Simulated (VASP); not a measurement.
# H10C3 in VASP: further runs, part 2 of 2

VASP 6.6.1. Earlier steps stand in the parts before.

## (4) Single point, r2SCAN+D3(BJ)

POSCAR

```
H10C3
1.0
    7.1919660000      0.0000000000      0.0000000000
    0.0000000000      7.1919660000      0.0000000000
    0.0000000000      0.0000000000      7.1919660000
C H
9 30
Direct
    0.2604433892      0.6373917785      0.9395483794
    0.2849012356      0.4312728953      0.9960697812
    0.6220691255      0.2748900648      0.4614315474
    0.7690803878      0.2412831206      0.3138641089
    0.2340528306      0.9801770476      0.5688013542
    0.2507242109      0.9636308069      0.3529076750
    0.6480147431      0.7522143458      0.2552987598
    0.7742806348      0.7214856133      0.7733768486
    0.1351369014      0.4867653712      0.4789510963
    0.3904078523      0.7037435939      0.9164948778
    0.1598867403      0.6329979869      0.8263665318
    0.1988468800      0.7162853662      1.0532864032
    0.1515162891      0.3591507524      0.9878661829
    0.3873766923      0.3515033302      0.9208886694
    0.3392952636      0.4385309942      1.1369074882
    0.4834561231      0.3195927233      0.4079274012
    0.6069133252      0.1484295115      0.5488902478
    0.6603757582      0.3985280242      0.5479725572
    0.8930520528      0.1802566920      0.3751269124
    0.7104038034      0.1656848767      0.2010437758
    0.8220839754      0.3762531692      0.2720396620
    0.2266834966      1.1247689436      0.6095690664
    0.1109571430      0.9080270958      0.6200807957
    0.3513781906      0.9237807854      0.6411181588
    0.3025876374      0.8253237015      0.3075515096
    0.1238604298      0.9968345234      0.2795480401
    0.3540617406      1.0600300391      0.3050487169
    0.7713050924      0.6788964241      0.2215110583
    0.5407283627      0.6779648291      0.3194397749
    0.6050501351      0.8148675898      0.1280178466
    0.7041468216      0.8497259303      0.3556329382
    0.7874342009      0.8465557262      0.8571230732
    0.7999898776      0.6153672028      0.8805102805
    0.8793701194      0.7049254682      0.6645609837
    0.6405202694      0.7099171492      0.7068164672
    0.2629322775      0.5434258171      0.5217488514
    0.0524891247      0.4322183948      0.5895745336
    0.1583433515      0.3712475838      0.3820234968
    0.0629452364      0.6038682608      0.4289647643
```

INCAR.step1

```
PREC     = Accurate       # precision mode
ENCUT    = 580            # plane-wave cutoff, eV
ISMEAR   = -1             # smearing method
SIGMA    = 0.05           # smearing width, eV
LREAL    = Auto         
LASPH    = T              # aspherical terms in the spheres
NELM     = 120            # most SCF steps
NBANDS   = 58             # bands
GGA      = PE             # functional
ALGO     = Normal         # electronic algorithm
EDIFF    = 1E-5           # SCF threshold, eV
LWAVE    = T              # write WAVECAR
LCHARG   = F              # write CHGCAR
GGA_COMPAT= F
```

INCAR.step2

```
PREC     = Accurate       # precision mode
ENCUT    = 580            # plane-wave cutoff, eV
EDIFF    = 1E-6           # SCF threshold, eV
ISMEAR   = -1             # smearing method
SIGMA    = 0.05           # smearing width, eV
LREAL    = Auto         
LASPH    = T              # aspherical terms in the spheres
NELM     = 120            # most SCF steps
ALGO     = Normal         # electronic algorithm
ISIF     = 2              # what is computed and relaxed
LWAVE    = F              # write WAVECAR
LCHARG   = F              # write CHGCAR
METAGGA  = R2SCAN         # meta-GGA
LMIXTAU  = T            
IVDW     = 12             # dispersion correction
VDW_S6   = 1.0          
VDW_S8   = 0.78981345   
VDW_A1   = 0.49484001   
VDW_A2   = 5.73083694   
NBANDS   = 58             # bands
ISTART   = 1            
GGA_COMPAT= F
```

KPOINTS

```
Automatic mesh
0
Gamma
  1 1 1
```

Potentials or basis: VASP PAW PBE potentials, release 64 (C, H).

Started as:

```bash
$ cat potpaw_PBE.64/C/POTCAR potpaw_PBE.64/H/POTCAR > POTCAR
$ cp INCAR.step1 INCAR
$ mpirun -np 1 vasp_gam > vasp.out
$ cp INCAR.step2 INCAR
$ mpirun -np 1 vasp_gam > vasp.out
```

OUTCAR:

```text
PREC = Accurate
   ENCUT = 580
   EDIFF = 1E-6
   ISMEAR = -1
   LREAL = Auto
   LASPH = T
   NELM = 120
   ISIF = 2
   METAGGA = R2SCAN
   IVDW = 12
   ISTART = 1
 IVDW          = 12

 ion  position               nearest neighbor table
   1  0.260  0.637  0.940-  10 1.06  11 1.09  12 1.09   2 1.55
   2  0.285  0.431  0.996-  14 1.08  15 1.09  13 1.09   1 1.55
[... 335 lines left out ...]
  -------------------------------------------------------------------------------------
  Total       4.93560     2.79956     3.01805     0.24093    -2.90943    -1.26858
  in kB      21.25726    12.05750    12.99855     1.03767   -12.53072    -5.46369
  external pressure =       15.44 kB  Pullay stress =        0.00 kB

 VOLUME and BASIS-vectors are now :
 -----------------------------------------------------------------------------
  energy-cutoff  :      580.00
  volume of cell :      372.00
      direct lattice vectors                 reciprocal lattice vectors
     7.191966000  0.000000000  0.000000000     0.139044039  0.000000000  0.000000000
     0.000000000  7.191966000  0.000000000     0.000000000  0.139044039  0.000000000
     0.000000000  0.000000000  7.191966000     0.000000000  0.000000000  0.139044039

 POSITION                                       TOTAL-FORCE (eV/Angst)
 -----------------------------------------------------------------------------------
      1.87310      4.58410      6.75720        -1.081633     -1.417018      0.280965
      2.04900      3.10170      7.16370         0.169780      0.963421      0.775495
      4.47390      1.97700      3.31860        -0.465728      0.651050      0.881878
      5.53120      1.73530      2.25730         0.198071      1.333980      0.907339
      1.68330      7.04940      4.09080        -0.623364     -0.026438     -1.189569
      1.80320      6.93040      2.53810         0.554034     -0.755794      0.919427
[... 31 lines left out ...]
      1.13880      2.67000      2.74750        -0.205969      0.707245     -0.146458
      0.45270      4.34300      3.08510        -0.889901      0.700648     -1.178689
 -----------------------------------------------------------------------------------
    total drift:                                0.001346     -0.000235     -0.005102

  FREE ENERGIE OF THE ION-ELECTRON SYSTEM (eV)
  ---------------------------------------------------
  free  energy   TOTEN  =      -201.4979718743 eV

  energy  without entropy=     -201.4979718743  energy(sigma->0) =     -201.49797187
```

OUTCAR.step1:

```text
PREC = Accurate
   ENCUT = 580
   ISMEAR = -1
   LREAL = Auto
   LASPH = T
   NELM = 120
[... 357 lines left out ...]
      1.68330      7.04940      4.09080        -0.611182     -0.032638     -1.290915
      1.80320      6.93040      2.53810         0.488001     -0.741973      1.035576
[... 31 lines left out ...]
      1.13880      2.67000      2.74750        -0.172433      0.554126     -0.254703
      0.45270      4.34300      3.08510        -0.967783      0.847452     -1.208541
 -----------------------------------------------------------------------------------
    total drift:                                0.000511     -0.000734     -0.004891

  FREE ENERGIE OF THE ION-ELECTRON SYSTEM (eV)
  ---------------------------------------------------
  free  energy   TOTEN  =      -192.2072502648 eV

  energy  without entropy=     -192.2072502647  energy(sigma->0) =     -192.20725026
```

Run time: 1.9 min. Hardware: 1 thread of Intel Xeon 6975P-C (Granite Rapids), shared host; peak memory 0.46 GiB.

Results:

```yaml
Free_energy: -201.4980 eV
Pressure: 1.5 GPa
Largest_force: 1.834 eV/Å
Band_gap_on_the_k_mesh: 7.02 eV
Dispersion_energy_per_atom: -0.019 eV
```

Forces in eV/Å, atoms in the order of the input:
```
C   -1.082 -1.417  0.281
C    0.170  0.963  0.775
C   -0.466  0.651  0.882
C    0.198  1.334  0.907
C   -0.623 -0.026 -1.190
C    0.554 -0.756  0.919
C    1.395  1.176  0.184
C    0.741 -0.512  0.512
C   -0.224 -1.229 -0.417
H    0.686  0.348 -0.770
H    0.487  0.798 -0.329
H   -0.291 -0.161  0.044
H    0.088 -0.084  0.321
H    0.204  0.051 -0.681
H   -0.221 -0.596  0.350
H    0.717 -0.648 -0.051
H   -0.223  0.694 -0.136
H    0.088 -0.892 -0.019
H   -0.165 -0.654 -0.076
H    0.123 -0.584 -0.811
H   -0.171  0.076 -0.670
H   -0.180  0.301  0.078
H   -0.010  0.080  0.026
H    0.638 -0.388  0.117
H   -0.577  0.577  0.351
H   -0.416 -0.051 -0.006
H    0.454  0.429 -0.271
H    0.526 -1.370 -0.253
H   -0.851 -1.207  0.444
H   -0.481  0.662 -0.307
H   -0.482  0.677 -0.012
H    0.074  0.531 -0.589
H   -0.370 -0.311 -0.549
H   -0.039  0.372  0.365
H   -0.431 -0.078  0.185
H    1.331  0.101  0.845
H   -0.076 -0.265  0.876
H   -0.206  0.707 -0.146
H   -0.890  0.701 -1.179
```

Stress tensor (GPa, compression positive):
```
 2.13  0.10 -0.55
 0.10  1.21 -1.25
-0.55 -1.25  1.30
```

Caveat: the k points lie up to 0.87 Å⁻¹ apart; the PAW data sets were made with another functional, which shifts forces and pressure a little.

## (5) The runs side by side

| cell | gap on the mesh (eV) | pressure (GPa) | largest force (eV/Å) |
| --- | --- | --- | --- |
| as given, atomic positions A | 6.93 | 1.2 | 2.21 |
| as given, atomic positions B | 6.89 | -0.1 | 2.33 |
| as given, atomic positions C | 7.02 | 1.5 | 1.83 |

Alike in all rows: task single point; level r2SCAN+D3(BJ); potentials or basis VASP PAW PBE potentials, release 64 (C, H); no spin polarisation; k mesh 1 × 1 × 1; cutoff (eV) 580; smearing fermi-dirac 0.05 eV.

Caveats: all runs use coarse meshes; the PAW data sets were made with another functional, which shifts forces and pressure a little.

Absolute energies hang on the potentials; compare differences alone.
